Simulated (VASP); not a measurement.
# NaF (Fm-3m) in VASP: notebook

Aim: see how the results for NaF move with the level of theory and the settings. Levels: PBE, PBEsol. Tasks: single point.

Program: VASP 6.6.1. These are calculated values, not measurements. Logs are shortened: lines on timing, memory, paths and dates and some standing lists are left out, and cuts for length are marked.

**1. The cell of the first run**

The structure is cubic, space group Fm-3m (No. 225). The conventional cell has a = 4.572 Å, b = 4.572 Å, c = 4.572 Å, α = 90.00°, β = 90.00°, γ = 90.00°. Within 3.0 Å of Na (site symmetry m-3m) lie 6 F at 2.29 Å. Within 3.0 Å of F (site symmetry m-3m) lie 6 Na at 2.29 Å.

**2. Single point, PBE**

INCAR reads:

```
SYSTEM = NaF
PREC = Accurate
ENCUT = 600
EDIFF = 1E-6
ISMEAR = 0
SIGMA = 0.1
LREAL = .FALSE.
LASPH = .TRUE.
NELM = 120
ALGO = Normal
ISIF = 2
LWAVE = .FALSE.
LCHARG = .TRUE.
GGA = PE
LELF = .TRUE.
LVHAR = .TRUE.
NBANDS = 14
GGA_COMPAT = .FALSE.
```

KPOINTS reads:

```
Automatic mesh
0
G
  8 8 8
  0 0 0
```

POSCAR reads:

```
NaF
1.0
    0.0000000000      2.2858943317      2.2858943317
    2.2858943317      0.0000000000      2.2858943317
    2.2858943317      2.2858943317      0.0000000000
Na F
1 1
Direct
    0.7570000000      0.1630000000      0.8630000000
    1.2570000000      0.6630000000      1.3630000000
```

Potentials or basis: VASP PAW PBE potentials, release 64 (Na_pv, F).

On the command line:

```console
$ cat potpaw_PBE.64/Na_pv/POTCAR potpaw_PBE.64/F/POTCAR > POTCAR
$ mpirun -np 1 vasp_std > vasp.out
```

OUTCAR:

```text
SYSTEM = NaF
   PREC = Accurate
   ENCUT = 600
   EDIFF = 1E-6
   ISMEAR = 0
   LREAL = .FALSE.
   LASPH = .TRUE.
   NELM = 120
   ISIF = 2
   GGA = PE

 ion  position               nearest neighbor table
   1  0.757  0.163  0.863-   2 2.29   2 2.29   2 2.29   2 2.29   2 2.29   2 2.29
   2  0.257  0.663  0.363-   1 2.29   1 2.29   1 2.29   1 2.29   1 2.29   1 2.29

  LATTYP: Found a face centered cubic cell.
 ALAT       =     4.5717886634

  Lattice vectors:

 A1 = (   0.0000000000,   2.2858943317,   2.2858943317)
 A2 = (   2.2858943317,   0.0000000000,   2.2858943317)
 A3 = (   2.2858943317,   2.2858943317,   0.0000000000)

Analysis of symmetry for initial positions (statically):
=====================================================================
 Subroutine PRICEL returns:
 Original cell was already a primitive cell.

 Routine SETGRP: Setting up the symmetry group for a
 face centered cubic supercell.

 Subroutine GETGRP returns: Found 48 space group operations
 (whereof  1 operations were pure point group operations)
 out of a pool of 48 trial point group operations.

The static configuration has the point symmetry C_1 .
 The point group associated with its full space group is O_h .

Analysis of symmetry for dynamics (positions and initial velocities):
=====================================================================
 Subroutine PRICEL returns:
 Original cell was already a primitive cell.

 Routine SETGRP: Setting up the symmetry group for a
 face centered cubic supercell.

 Subroutine GETGRP returns: Found 48 space group operations
 (whereof  1 operations were pure point group operations)
 out of a pool of 48 trial point group operations.

The dynamic configuration has the point symmetry C_1 .
 The point group associated with its full space group is O_h .

 Subroutine INISYM returns: Found 48 space group operations
 (whereof  1 operations are pure point group operations),
 and found     1 'primitive' translations

----------------------------------------------------------------------------------------

                                     Primitive cell

  volume of cell :      23.8890

  direct lattice vectors                    reciprocal lattice vectors
     0.000000000  2.285894332  2.285894332    -0.218732770  0.218732770  0.218732770
     2.285894332  0.000000000  2.285894332     0.218732770 -0.218732770  0.218732770
     2.285894332  2.285894332  0.000000000     0.218732770  0.218732770 -0.218732770

  length of vectors
     3.232742766  3.232742766  3.232742766     0.378856272  0.378856272  0.378856272

  position of ions in fractional coordinates (direct lattice)
     0.757000000  0.163000000  0.863000000
     0.257000000  0.663000000  0.363000000

  ion indices of the primitive-cell ions
   primitive index   ion index
                 1           1
                 2           2

----------------------------------------------------------------------------------------

 KPOINTS: Automatic mesh

Automatic generation of k-mesh.
 Grid dimensions read from file:
 generate k-points for:    8    8    8

 Generating k-lattice:

  Cartesian coordinates                     Fractional coordinates (reciprocal lattice)
    -0.027341596  0.027341596  0.027341596     0.125000000  0.000000000  0.000000000
     0.027341596 -0.027341596  0.027341596     0.000000000  0.125000000  0.000000000
     0.027341596  0.027341596 -0.027341596     0.000000000  0.000000000  0.125000000

  Length of vectors
     0.047357034  0.047357034  0.047357034

  Shift w.r.t. Gamma in fractional coordinates (k-lattice)
     0.000000000  0.000000000  0.000000000

 Subroutine IBZKPT returns following result:
 ===========================================

 Found     29 irreducible k-points:

 Following reciprocal coordinates:
            Coordinates               Weight
  0.000000  0.000000  0.000000      1.000000
  0.125000  0.000000  0.000000      8.000000
  0.250000  0.000000  0.000000      8.000000
  0.375000  0.000000  0.000000      8.000000
  0.500000  0.000000  0.000000      4.000000
  0.125000  0.125000  0.000000      6.000000
[... 16 lines left out ...]
  0.500000  0.250000  0.125000     48.000000
 -0.375000  0.250000  0.125000     24.000000
 [... further k-points ...]
   k-points           NKPTS =     29   k-points in BZ     NKDIM =     29   number of bands    NBANDS=     14
   number of dos      NEDOS =    301   number of ions     NIONS =      2
   total plane-waves  NPLWV =  21952
   dimension x,y,z NGX =    28 NGY =   28 NGZ =   28
   dimension x,y,z NGXF=    56 NGYF=   56 NGZF=   56
   ions per type =               1   1
   NGX,Y,Z   is equivalent  to a cutoff of  14.40, 14.40, 14.40 a.u.
   NGXF,Y,Z  is equivalent  to a cutoff of  28.80, 28.80, 28.80 a.u.
 SYSTEM =  NaF
   PREC   = accura    normal or accurate (medium, high low for compatibility)
   ISTART =      0    job   : 0-new  1-cont  2-samecut
   ICHARG =      2    charge: 1-file 2-atom 10-const
   ISPIN  =      1    spin polarized calculation?
   LNONCOLLINEAR =      F non collinear calculations
   LSORBIT =      F    spin-orbit coupling
   LASPH  =      T    aspherical Exc in radial PAW
   ENCUT  =  600.0 eV  44.10 Ry    6.64 a.u.   6.46  6.46  6.46*2*pi/ulx,y,z
   NELM   =    120;   NELMIN=  2; NELMDL= -5     # of ELM steps
   EDIFF  = 0.1E-05   stopping-criterion for ELM
   LREAL  =      F    real-space projection
   EDIFFG = 0.1E-04   stopping-criterion for IOM
   NSW    =      0    number of steps for IOM
   IBRION =     -1    ionic relax: 0-MD 1-quasi-New 2-CG
   NFREE  =      0    steps in history (QN), initial steepest desc. (CG)
   ISIF   =      2    stress and relaxation
   ISYM   =      2    0-nonsym 1-usesym 2-fastsym
   POTIM  = 0.5000    time-step for ionic-motion
   TEBEG  =    0.0;   TEEND  =   0.0 temperature during run
   PSTRESS=    0.0 pullay stress
   NELECT =      14.0000    total number of electrons
   NUPDOWN=      -1.0000    fix difference up-down
   EMIN   =  10.00;   EMAX   =-10.00  energy-range for DOS
   EFERMI =   0.00;   METHOD = LEGACY
   ISMEAR =     0;   SIGMA  =   0.10  broadening in eV -4-tet -1-fermi 0-gaus
   EFERMI_NEDOS =   21; number of points for ismear=-14 and -15
   IALGO  =     38    algorithm
   IMIX   =      4    mixing-type and parameters
     AMIX     =   0.40;   BMIX     =  1.00
     AMIX_MAG =   1.60;   BMIX_MAG =  1.00
  volume/ion in A,a.u.               =      11.94        80.61
  Fermi-wavevector in a.u.,A,eV,Ry     =   1.369992  2.588909 25.536476  1.876878
  Thomas-Fermi vector in A             =   2.495818
   LORBIT       =      0    0 simple, 1 ext, 2 COOP (PROOUT), +10 PAW based schemes
   GGA     = PE    functional components
   LHFCALC =     F    Hartree Fock is set to
   AEXX    =    0.0000 exact exchange contribution
   IVDW    =     0    specifies the selected vdW correction
   LEPSILON=     F    determine dielectric tensor
   LRPA    =     F    only Hartree local field effects (RPA)
 non-spin polarized calculation
 Gauss-broadening in eV      SIGMA  =   0.10
  energy-cutoff  :      600.00
  volume of cell :       23.89
 maximum number of plane-waves:       821
 NGX is ok and might be reduce to    28
   NGX = 13   NGY = 13   NGZ = 13

 number of electron      14.0000002 magnetization

 Free energy of the ion-electron system (eV)
  ---------------------------------------------------
  ext. energy  EPLUGINS =         0.00000000
  ---------------------------------------------------
  free energy    TOTEN  =        -8.54210294 eV

  energy without entropy =       -8.54210294  energy(sigma->0) =       -8.54210294

 E-fermi :  -1.3399     XC(G=0):  -9.3501

 val. band max:       -1.9047710373   @ k =   0.0000   0.0000   0.0000
 cond. band min:       4.6214522437   @ k =   0.0000   0.0000   0.0000
 fundamental gap:      6.5262232810
 Fermi energy:        -1.3399273810

 k-point     1 :       0.0000    0.0000    0.0000
  band No.  band energies     occupation
      1     -21.1489      2.00000
      2     -20.7303      2.00000
      3     -20.7303      2.00000
      4     -20.7303      2.00000
      5      -1.9048      2.00000
      6      -1.9048      2.00000
      7      -1.9048      2.00000
      8       4.6215      0.00000
      9      17.3647      0.00000
     10      17.3647      0.00000
     11      17.3647      0.00000
     12      20.3142      0.00000
     13      22.5360      0.00000
     14      22.5360      0.00000

 k-point     2 :       0.1250    0.0000    0.0000
  band No.  band energies     occupation
      1     -21.3177      2.00000
      2     -20.7323      2.00000
      3     -20.7323      2.00000
      4     -20.5391      2.00000
      5      -2.2156      2.00000
      6      -1.9459      2.00000
      7      -1.9459      2.00000
      8       5.1831      0.00000
      9      15.6131      0.00000
     10      17.6206      0.00000
     11      17.6206      0.00000
     12      21.9927      0.00000
     13      21.9927      0.00000
     14      22.2892      0.00000

 k-point     3 :       0.2500    0.0000    0.0000
  band No.  band energies     occupation
      1     -21.5444      2.00000
      2     -20.7371      2.00000
      3     -20.7371      2.00000
      4     -20.2574      2.00000
      5      -2.8495      2.00000
      6      -2.0442      2.00000
      7      -2.0442      2.00000
      8       6.5320      0.00000
      9      13.5188      0.00000
     10      18.1976      0.00000
     11      18.1976      0.00000
     12      21.3427      0.00000
     13      21.3427      0.00000
     14      23.0829      0.00000

 k-point     4 :       0.3750    0.0000    0.0000
  band No.  band energies     occupation
      1     -21.6978      2.00000
      2     -20.7418      2.00000
      3     -20.7418      2.00000
      4     -20.0479      2.00000
      5      -3.3810      2.00000
      6      -2.1405      2.00000
      7      -2.1405      2.00000
      8       8.1151      0.00000
      9      11.8693      0.00000
     10      18.5868      0.00000
     11      18.5868      0.00000
     12      21.3172      0.00000
     13      21.3172      0.00000
     14      22.6226      0.00000

 k-point     5 :       0.5000    0.0000    0.0000
  band No.  band energies     occupation
      1     -21.7511      2.00000
      2     -20.7437      2.00000
      3     -20.7437      2.00000
      4     -19.9711      2.00000
      5      -3.5814      2.00000
      6      -2.1799      2.00000
      7      -2.1799      2.00000
      8       9.1334      0.00000
      9      10.9152      0.00000
     10      18.6534      0.00000
     11      18.6534      0.00000
[... 276 lines left out ...]
 k-point    22 :       0.3750    0.2500    0.1250
  band No.  band energies     occupation
      1     -21.5202      2.00000
      2     -20.7721      2.00000
      3     -20.7464      2.00000
      4     -20.2376      2.00000
      5      -2.9946      2.00000
      6      -2.2418      2.00000
      7      -2.1324      2.00000
      8       7.5757      0.00000
      9      12.9065      0.00000
     10      16.8609      0.00000
     11      18.5202      0.00000
     12      18.9273      0.00000
     13      22.8887      0.00000
     14      26.0309      0.00000

 k-point    23 :       0.5000    0.2500    0.1250
  band No.  band energies     occupation
      1     -21.5597      2.00000
      2     -20.7891      2.00000
      3     -20.7574      2.00000
      4     -20.1553      2.00000
      5      -3.2080      2.00000
      6      -2.4324      2.00000
      7      -2.2244      2.00000
      8       9.0622      0.00000
      9      11.9501      0.00000
     10      15.9599      0.00000
     11      17.8492      0.00000
     12      20.1068      0.00000
     13      22.2311      0.00000
     14      26.5075      0.00000

 k-point    24 :      -0.3750    0.2500    0.1250
  band No.  band energies     occupation
      1     -21.5741      2.00000
      2     -20.7926      2.00000
      3     -20.7657      2.00000
      4     -20.1232      2.00000
      5      -3.2837      2.00000
      6      -2.5150      2.00000
      7      -2.2648      2.00000
      8      10.1569      0.00000
      9      11.1423      0.00000
     10      15.6528      0.00000
     11      17.5478      0.00000
     12      20.7229      0.00000
     13      21.8222      0.00000
     14      26.7435      0.00000

 [... further k-points ...]
[... 5 lines left out ...]
  --------------------------------------------------------------------------------------
  -------------------------------------------------------------------------------------
  Total        0.6451376      0.6451376      0.6451376      0.0000000      0.0000000     -0.0000000
  in kB       43.2677709     43.2677709     43.2677709      0.0000000      0.0000000     -0.0000000
  external PRESSURE =      43.2677709 kB  Pullay stress =       0.0000000 kB

 VOLUME and BASIS-vectors are now :
 -----------------------------------------------------------------------------
  energy-cutoff  :      600.00
  volume of cell :       23.89
      direct lattice vectors                 reciprocal lattice vectors
     0.000000000  2.285894332  2.285894332    -0.218732770  0.218732770  0.218732770
     2.285894332  0.000000000  2.285894332     0.218732770 -0.218732770  0.218732770
     2.285894332  2.285894332  0.000000000     0.218732770  0.218732770 -0.218732770

 POSITION                                       TOTAL-FORCE (eV/Angst)
 -----------------------------------------------------------------------------------
      2.34533      3.70315      2.10302         0.000000     -0.000000      0.000000
      2.34533      1.41725      2.10302        -0.000000      0.000000     -0.000000
 -----------------------------------------------------------------------------------
    total drift:                               -0.000004      0.000020      0.000001

  FREE ENERGIE OF THE ION-ELECTRON SYSTEM (eV)
  ---------------------------------------------------
  free  energy   TOTEN  =        -8.5421029358 eV

  energy  without entropy=       -8.5421029358  energy(sigma->0) =       -8.54210294
```

It took 9.5 s on 1 thread of Intel Xeon Platinum 8488C (Sapphire Rapids), shared host; peak memory 0.15 GiB.

Results:

```yaml
Free_energy: -8.5421 eV
Pressure: 4.3 GPa
Band_gap_on_the_k_mesh: 6.53 eV, direct
```

Levels at points of the mesh, in eV from the valence-band top:
```
           k point  band 3  band 4  band 5  band 6  band 7  band 8  band 9  band 10  band 11  band 12
(0.00, 0.00, 0.00)  -18.83  -18.83    0.00    0.00    0.00    6.53   19.27    19.27    19.27    22.22
(0.50, 0.00, 0.00)  -18.84  -18.07   -1.68   -0.28   -0.28   11.04   12.82    20.56    20.56    23.41
(0.50, 0.50, 0.00)  -18.89  -18.89   -1.33   -0.42   -0.42   13.45   13.50    14.02    20.30    20.30
```

Expect the measured gap to be larger: semilocal functionals such as PBE lack the derivative discontinuity.

**3. Single point, PBEsol**

INCAR reads:

```
ALGO = Normal ; EDIFF = 1E-6
ENCUT = 600 ; GGA = PS
GGA_COMPAT = False ; ISIF = 2
ISMEAR = 0 ; LASPH = True
LCHARG = False ; LREAL = False
LWAVE = False ; NBANDS = 14
NELM = 120 ; PREC = Accurate
SIGMA = 0.1
```

KPOINTS reads:

```
k-points
0
Gamma
  8 8 8
```

POSCAR reads:

```
NaF
1.0
    0.0000000000      2.2858943317      2.2858943317
    2.2858943317      0.0000000000      2.2858943317
    2.2858943317      2.2858943317      0.0000000000
Na F
1 1
Direct
    0.0000000000      0.0000000000      0.0000000000
    0.5000000000      0.5000000000      0.5000000000
```

Potentials or basis: VASP PAW PBE potentials, release 64 (Na_pv, F).

On the command line:

```console
$ cat potpaw_PBE.64/Na_pv/POTCAR potpaw_PBE.64/F/POTCAR > POTCAR
$ mpirun -np 1 vasp_std > vasp.out
```

It took 8.2 s on 1 thread of Intel Xeon Platinum 8488C (Sapphire Rapids), shared host; peak memory 0.15 GiB.

The run converged. Its results:

```yaml
Free_energy: -8.7636 eV
Pressure: 1.9 GPa
Band_gap_on_the_k_mesh: 6.38 eV, direct
```

Levels at points of the mesh, in eV from the valence-band top:
| k point | band 3 | band 4 | band 5 | band 6 | band 7 | band 8 | band 9 | band 10 | band 11 | band 12 |
| --- | --- | --- | --- | --- | --- | --- | --- | --- | --- | --- |
| (0.00, 0.00, 0.00) | -18.65 | -18.65 | 0.00 | 0.00 | 0.00 | 6.38 | 19.13 | 19.13 | 19.13 | 21.90 |
| (0.50, 0.00, 0.00) | -18.66 | -17.90 | -1.71 | -0.28 | -0.28 | 10.85 | 12.68 | 20.42 | 20.42 | 23.29 |
| (0.50, 0.50, 0.00) | -18.71 | -18.71 | -1.36 | -0.43 | -0.43 | 13.23 | 13.31 | 13.93 | 20.17 | 20.17 |

Caveat: the PAW data sets were made with another functional, which shifts forces and pressure a little. PBEsol gaps usually lie below the measured ones, often by a third to a half.

[end of part 1 of 2]
